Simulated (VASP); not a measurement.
Wanted: the native input for a VASP 6.6.1 run.

```yaml
Task: relaxation of cell and atoms
Functional: PBEsol
Potentials_or_basis: VASP PAW PBE potentials, release 64 (Sc_sv)
Cutoff: 500 eV
k_mesh: 7 × 7 × 7
Occupations: fermi-dirac, width 0.05 eV
Spin: no spin polarisation
Target_pressure: 30 GPa
Dipole_correction: no
Further_INCAR_settings: ALGO = Normal; EDIFF = 1e-07; IBRION = 2; EDIFFG = -0.02; NSW = 80; ISIF = 3
```

The structure of Sc lies in POSCAR:

```
Sc
1.0
   -1.8400000000      1.8400000000      1.8400000000
    1.8400000000     -1.8400000000      1.8400000000
    1.8400000000      1.8400000000     -1.8400000000
Sc
1
Direct
    0.0000000000      0.0000000000      0.0000000000
```

This isn't the form of Sc at room conditions, which is hcp.

One way to write it, as run:

INCAR

```
PREC = Accurate ; ENCUT = 500
EDIFF = 1E-7 ; ISMEAR = -1
SIGMA = 0.05 ; LREAL = F
LASPH = T ; NELM = 120
ALGO = Normal ; ISIF = 3
LWAVE = F ; LCHARG = F
GGA = PS ; IBRION = 2
NSW = 80 ; EDIFFG = -0.02
PSTRESS = 300.0 ; GGA_COMPAT = F
NELMIN = 4
```

KPOINTS

```
regular mesh
0
Gamma
  7 7 7
```

Potentials or basis: VASP PAW PBE potentials, release 64 (Sc_sv).

Launch:

```bash
$ cat potpaw_PBE.64/Sc_sv/POTCAR > POTCAR
$ mpirun -np 1 vasp_std > vasp.out
```

It gave:

* Relaxed volume: 17.07 Å³/atom
* Relaxed cell: a = 2.809 Å, b = 2.809 Å, c = 2.809 Å, α = 109.47°, β = 109.47°, γ = 109.47°
* Space group after relaxing (to 0.1 Å): Im-3m (No. 229)
* Energy change on relaxing (the run minimises the enthalpy): +502.9 meV/atom
* Ionic steps: 7
* Pressure after relaxing: 30.0 GPa
* Band gap on the k mesh: zero (an odd number of electrons rules out a gap without spin polarisation)

Caveat: the cell is relaxed towards a set pressure, so the run minimises the enthalpy, not the energy; the volume moved by over 15 % at a fixed basis, so the end points are rough; the PAW data sets were made with another functional, which shifts forces and pressure a little.

Wall time 12 s on 1 thread of Intel(R) Xeon(R) 6975P-C (Granite Rapids), with other jobs on the host, peak memory 0.15 GiB.
